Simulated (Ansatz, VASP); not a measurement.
# BAs: VASP beside Ansatz

```xyz
2
Lattice="0.0000 2.3885 2.3885 2.4840 0.0000 2.3885 2.4840 2.3885 0.0000" Properties=species:S:1:pos:R:3 pbc="T T T"
B     0.0000    0.0000    0.0000
As    3.7261    3.5827    3.5827
```

Change from the starting cell: strain +0.0400 x Voigt [1, 0, 0, 0, 0, 0], atoms carried along.

Alike in both runs: task single point; functional r2SCAN; k mesh 10 × 10 × 10; occupations gaussian, width 0.05 eV; no spin polarisation.

```csv
,VASP,Ansatz
version,VASP 6.6.1,Ansatz 0.2.0
potentials or method,"VASP PAW PBE potentials, release 64 (B, As), cutoff 520 eV","scalar-relativistic, plane waves, PAW"
valence electrons in the cell,8,18
```

Ansatz gave:

```
gap on the k mesh at the Fermi level (eV)                     : 1.10
least direct gap on the mesh (eV)                             : 3.18
pressure (GPa)                                                : -4.6
traceless stress, the component that is largest in VASP (GPa) : -5.94
```

Problem. Which values does VASP return?

Solution. gap on the k mesh at the Fermi level (eV): 1.11; least direct gap on the mesh (eV): 3.18; pressure (GPa): -4.4; traceless stress, the component that is largest in VASP (GPa): -5.94.

VASP's potentials were made for PBE, not for r2SCAN. The functional is the same, so the differences come from potentials, cutoffs and numerics. VASP's potentials hold 8 valence electrons a cell and Ansatz's 18, so a difference there can come from the potentials and not from the codes.
